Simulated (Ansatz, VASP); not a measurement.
One calculation of NbRu3, two programs

File INCAR:

```
SYSTEM = NbRu3
ALGO = Normal ; EDIFF = 1E-8
ENCUT = 400 ; GGA = CA
GGA_COMPAT = .False. ; ISIF = 2
ISMEAR = -1 ; LASPH = .True.
LCHARG = .False. ; LEFG = .True.
LREAL = .False. ; LWAVE = .False.
NBANDS = 36 ; NELM = 120
PREC = Accurate ; SIGMA = 0.05
```

The input KPOINTS:

```
k-points
0
Gamma
  9 9 9
  0 0 0
```

Contents of POSCAR:

```
NbRu3
1.0
    3.8800000000      0.0000000000      0.0000000000
    0.0000000000      3.8800000000      0.0000000000
    0.0000000000      0.0000000000      3.8800000000
Nb Ru
1 3
Direct
    0.0000000000      0.0000000000      0.0000000000
    0.0000000000      0.5000000000      0.5000000000
    0.5000000000      0.0000000000      0.5000000000
    0.5000000000      0.5000000000      0.0000000000
```

Input for Ansatz:

```yaml
crystal:
  lattice:
    - [3.88, 0.0, 0.0]
    - [0.0, 3.88, 0.0]
    - [0.0, 0.0, 3.88]
  atoms:
    - { symbol: Nb, position: [0.0, 0.0, 0.0] }
    - { symbol: Ru, position: [0.0, 0.5, 0.5] }
    - { symbol: Ru, position: [0.5, 0.0, 0.5] }
    - { symbol: Ru, position: [0.5, 0.5, 0.0] }
kpoints:
  mp_grid: { grid: [9, 9, 9] }
  band_path:
    path:
      - [0.0, 0.0, 0.0]
      - [0.0, 0.5, 0.0]
      - [0.5, 0.5, 0.0]
      - [0.0, 0.0, 0.0]
      - [0.5, 0.5, 0.5]
      - [0.0, 0.5, 0.0]
      - [0.5, 0.5, 0.5]
      - [0.5, 0.5, 0.0]
    npoints: 8
scf:
  occupations: { method: fermi_dirac, width: 0.05 }
hamiltonian:
  xc: lda
  pseudopotentials: { kind: all_electron, datasets: crystal }
output:
  forces: true
  stress: true
  eigenvalues: true
  efg: { contact_densities: true }
```

Alike in both runs: task electric field gradients; functional LDA; k mesh 9 × 9 × 9; occupations fermi-dirac, width 0.05 eV; no spin polarisation.

```csv
,VASP,Ansatz
version,VASP 6.6.1,Ansatz 0.2.0
potentials or method,"VASP PAW LDA potentials, release 64 (Nb_sv, Ru_pv), cutoff 400 eV","all-electron PAW with datasets made for the crystal, scalar-relativistic"
```

|  | VASP | Ansatz | Ansatz less VASP |
| --- | --- | --- | --- |
| size of Vzz on the site where it differs most (V/Å²) | 12.8 | 4.3 | -8.48 |

LDA's correlation is that of Perdew and Zunger in VASP and of Perdew and Wang (1992) in Ansatz. Ansatz ran all-electron here, and VASP with PAW potentials.
